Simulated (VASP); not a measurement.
# BeS (F-43m) in VASP: notebook, part 2 of 2

VASP 6.6.1. Earlier steps stand in the parts before.

**3. Single point, PBE0**

Contents of POSCAR:

```
BeS
1.0
    0.0000000000      2.4343062304      2.4343062304
    2.4343062304      0.0000000000      2.4343062304
    2.4343062304      2.4343062304      0.0000000000
Be S
1 1
Direct
    0.0000000000      0.0000000000      0.0000000000
    0.2500000000      0.2500000000      0.2500000000
```

Contents of INCAR.step1:

```
PREC = Accurate ; ENCUT = 520
EDIFF = 1E-5 ; ISMEAR = 0
SIGMA = 0.01 ; LREAL = False
LASPH = True ; NELM = 80
ALGO = Normal ; ISIF = 2
LWAVE = True ; LCHARG = False
GGA = PE ; NBANDS = 11
```

Contents of INCAR.step2:

```
PREC = Accurate ; ENCUT = 520
EDIFF = 1E-6 ; ISMEAR = 0
SIGMA = 0.01 ; LREAL = False
LASPH = True ; NELM = 80
ALGO = Normal ; ISIF = 2
LWAVE = False ; LCHARG = False
GGA = PE ; LHFCALC = True
AEXX = 0.25 ; PRECFOCK = Normal
ISTART = 1 ; NBANDS = 11
```

Contents of KPOINTS:

```
regular mesh
0
Gamma
  6 6 6
```

Potentials or basis: VASP PAW PBE potentials, release 64 (Be, S).

Run with:

```console
> cat potpaw_PBE.64/Be/POTCAR potpaw_PBE.64/S/POTCAR > POTCAR
> cp INCAR.step1 INCAR
> mpirun -np 1 vasp_std > vasp.out
> cp INCAR.step2 INCAR
> mpirun -np 1 vasp_std > vasp.out
```

OUTCAR:

```text
PREC = Accurate
   ENCUT = 520
   EDIFF = 1E-6
   ISMEAR = 0
   LREAL = False
   LASPH = True
   NELM = 80
   ISIF = 2
   GGA = PE
   LHFCALC = True
   AEXX = 0.25
   PRECFOCK = Normal
   ISTART = 1

 ion  position               nearest neighbor table
   1  0.000  0.000  0.000-   2 2.11   2 2.11   2 2.11   2 2.11
   2  0.250  0.250  0.250-   1 2.11   1 2.11   1 2.11   1 2.11

  LATTYP: Found a face centered cubic cell.
 ALAT       =     4.8686124608

  Lattice vectors:

 A1 = (   0.0000000000,   2.4343062304,   2.4343062304)
 A2 = (   2.4343062304,   0.0000000000,   2.4343062304)
 A3 = (   2.4343062304,   2.4343062304,   0.0000000000)

Analysis of symmetry for initial positions (statically):
=====================================================================
 Subroutine PRICEL returns:
 Original cell was already a primitive cell.

 Routine SETGRP: Setting up the symmetry group for a
 face centered cubic supercell.

 Subroutine GETGRP returns: Found 24 space group operations
 (whereof 24 operations were pure point group operations)
 out of a pool of 48 trial point group operations.
[... 171 lines left out ...]
  band No.  band energies     occupation
      1     -12.0363      2.00000
      2       3.0239      2.00000
      3       3.0239      2.00000
      4       3.0239      2.00000
      5      10.6440      0.00000
      6      10.6440      0.00000
      7      10.6440      0.00000
      8      10.7123      0.00000
      9      18.0460      0.00000
     10      18.0460      0.00000
     11      19.9539      0.00000
[... 197 lines left out ...]
 k-point    16 :      -0.3333    0.5000    0.1667
  band No.  band energies     occupation
      1      -9.6504      2.00000
      2      -2.0397      2.00000
      3      -0.6834      2.00000
      4      -0.3959      2.00000
      5       9.9587      0.00000
      6      11.6080      0.00000
      7      15.2121      0.00000
      8      15.7221      0.00000
      9      19.8446      0.00000
     10      19.9016      0.00000
     11      22.4913      0.00000

------------------------ aborting loop because EDIFF is reached ----------------------------------------

  FORCE on cell =-STRESS in cart. coord.  units (eV):
  Direction    XX          YY          ZZ          XY          YZ          ZX
  --------------------------------------------------------------------------------------
  -------------------------------------------------------------------------------------
  Total       -0.1935992     -0.1935992     -0.1935992     -0.0000000      0.0000000     -0.0000000
  in kB      -10.7512389    -10.7512389    -10.7512389     -0.0000000      0.0000000     -0.0000000
  external PRESSURE =     -10.7512389 kB  Pullay stress =       0.0000000 kB

 VOLUME and BASIS-vectors are now :
 -----------------------------------------------------------------------------
  energy-cutoff  :      520.00
  volume of cell :       28.85
      direct lattice vectors                 reciprocal lattice vectors
     0.000000000  2.434306230  2.434306230    -0.205397330  0.205397330  0.205397330
     2.434306230  0.000000000  2.434306230     0.205397330 -0.205397330  0.205397330
     2.434306230  2.434306230  0.000000000     0.205397330  0.205397330 -0.205397330

 POSITION                                       TOTAL-FORCE (eV/Angst)
 -----------------------------------------------------------------------------------
      0.00000      0.00000      0.00000        -0.000000     -0.000000     -0.000000
      1.21715      1.21715      1.21715         0.000000      0.000000      0.000000
 -----------------------------------------------------------------------------------
    total drift:                                0.000000     -0.000000     -0.000000

  FREE ENERGIE OF THE ION-ELECTRON SYSTEM (eV)
  ---------------------------------------------------
  free  energy   TOTEN  =       -11.9928537667 eV

  energy  without entropy=      -11.9928537667  energy(sigma->0) =      -11.99285377
```

OUTCAR.step1:

```text
PREC = Accurate
   ENCUT = 520
   EDIFF = 1E-5
   ISMEAR = 0
   LREAL = False
[... 436 lines left out ...]
      0.00000      0.00000      0.00000         0.000000      0.000000      0.000000
      1.21715      1.21715      1.21715        -0.000000     -0.000000     -0.000000
 -----------------------------------------------------------------------------------
    total drift:                                0.000000      0.000000      0.000000

  FREE ENERGIE OF THE ION-ELECTRON SYSTEM (eV)
  ---------------------------------------------------
  free  energy   TOTEN  =       -10.0105089559 eV

  energy  without entropy=      -10.0105089559  energy(sigma->0) =      -10.01050896
```

OSZICAR.step1:

```text
N       E                     dE             d eps       ncg     rms          rms(c)
DAV:   1     0.207321987755E+02    0.20732E+02   -0.37672E+03   352   0.622E+02
DAV:   2    -0.895557853401E+01   -0.29688E+02   -0.28569E+02   448   0.114E+02
DAV:   3    -0.101723837642E+02   -0.12168E+01   -0.12142E+01   445   0.234E+01
DAV:   4    -0.101799715660E+02   -0.75878E-02   -0.75864E-02   460   0.216E+00
DAV:   5    -0.101800328600E+02   -0.61294E-04   -0.61294E-04   444   0.179E-01    0.557E+00
DAV:   6    -0.100480936188E+02    0.13194E+00   -0.11932E-01   411   0.163E+00    0.380E+00
DAV:   7    -0.100091235566E+02    0.38970E-01   -0.11491E-01   424   0.177E+00    0.101E+00
DAV:   8    -0.100103648834E+02   -0.12413E-02   -0.64789E-03   458   0.409E-01    0.142E-01
DAV:   9    -0.100104601377E+02   -0.95254E-04   -0.51356E-04   448   0.143E-01    0.292E-02
DAV:  10    -0.100105040994E+02   -0.43962E-04   -0.78602E-05   411   0.492E-02    0.999E-03
DAV:  11    -0.100105089559E+02   -0.48565E-05   -0.17656E-05   444   0.215E-02
   1 F= -.10010509E+02 E0= -.10010509E+02  d E =-.183281E-87
```

Wall time 12 min (1 thread of AMD EPYC 7R13 (Zen 3), shared host); peak memory 0.13 GiB.

Results:

```
Free energy            : -11.9929 eV
Pressure               : -1.1 GPa
Band gap on the k mesh : 4.80 eV, indirect (least direct gap 7.62 eV)
```

Levels at points of the mesh, in eV from the valence-band top:
```csv
k point,band 1,band 2,band 3,band 4,band 5,band 6,band 7,band 8,band 9
"(0.00, 0.00, 0.00)",-15.06,0.00,0.00,0.00,7.62,7.62,7.62,7.69,15.02
"(0.50, 0.00, 0.00)",-13.31,-6.33,-1.12,-1.12,7.31,8.53,8.53,13.24,17.31
"(0.50, 0.50, 0.00)",-12.72,-5.53,-2.86,-2.86,4.80,6.71,15.20,15.20,17.86
```

Caveat: the PAW data sets were made with another functional, which shifts forces and pressure a little.
